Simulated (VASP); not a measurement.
Wanted: the native input for a VASP 6.6.1 run.

```
Task                   : single point
Functional             : PBE
Dispersion             : D3(BJ)
Potentials or basis    : VASP PAW PBE potentials, release 64 (S, C_h)
Cutoff                 : 1000 eV
k mesh                 : 1 × 1 × 1
Occupations            : fermi-dirac, width 0.02 eV
Spin                   : no spin polarisation
Dipole correction      : no
Further INCAR settings : LREAL = Auto; ALGO = Normal; EDIFF = 1e-06; NBANDS = 82
```

The structure of CS2 lies in POSCAR:

```
CS2
1.0
    9.2831780000      0.0000000000      0.0000000000
    0.0000000000      9.2831780000      0.0000000000
    0.0000000000      0.0000000000      9.2831780000
S C
16 8
Direct
    0.5175382827      0.2356197414      0.7208630493
    0.6604850192      0.1523400715      0.4345279171
    0.9193187936      0.5482066594      0.4734585505
    0.9366619923      0.3843619071      0.7643610841
    0.3177037002      0.9734166468      0.3294130523
    0.4875700972      0.8752821501      0.0560152999
    0.9659192143      0.8723198026      0.2121471763
    0.7879952318      1.1267800747      0.0795632703
    0.5207376181      0.7213585692      0.5670041014
    0.3121560310      0.4919220551      0.4376410751
    0.9918478349      0.4831427341      0.0873084627
    0.6600864488      0.5044393202      0.0576634424
    0.2404456750      0.1444871573      0.9363172827
    0.1166949508      0.0894090364      0.6226854640
   -0.1825021561      0.7383355140      0.8296943137
    0.1554209130      0.7551293318      0.8638636467
    0.5783364275      0.1992852017      0.5706450959
    0.9351538880      0.4727152706      0.6215651580
    0.4055184550      0.9249634123      0.1989943530
    0.8641760397      0.9954026520      0.1601929856
    0.4198669895      0.6073782060      0.4958969870
    0.8255254828      0.4871715268      0.0643637341
    0.1744984315      0.1385840065      0.7783864534
   -0.0145532058      0.7496355235      0.8422438954
```

These files were run (other wordings do the same):

INCAR

```
PREC = Accurate
ENCUT = 1000
EDIFF = 1E-6
ISMEAR = -1
SIGMA = 0.02
LREAL = Auto
LASPH = True
NELM = 120
ALGO = Normal
ISIF = 2
LWAVE = False
LCHARG = True
GGA = PE
IVDW = 12
LELF = True
LVHAR = True
NBANDS = 82
GGA_COMPAT = False
```

KPOINTS

```
regular mesh
0
Gamma
  1 1 1
```

Potentials or basis: VASP PAW PBE potentials, release 64 (S, C_h).

Command:

```sh
$ cat potpaw_PBE.64/S/POTCAR potpaw_PBE.64/C_h/POTCAR > POTCAR
$ mpirun -np 1 vasp_gam > vasp.out
```

Results of the run:

```
Pressure                   : -0.6 GPa
Largest force              : 2.924 eV/Å
Dispersion energy per atom : -0.123 eV
```

Caveat: the k points lie up to 0.68 Å⁻¹ apart.

Run time: 7 min on 1 thread of Intel(R) Xeon(R) Platinum 8375C CPU @ 2.90GHz (Ice Lake), on a shared host, peak memory 1.4 GiB.
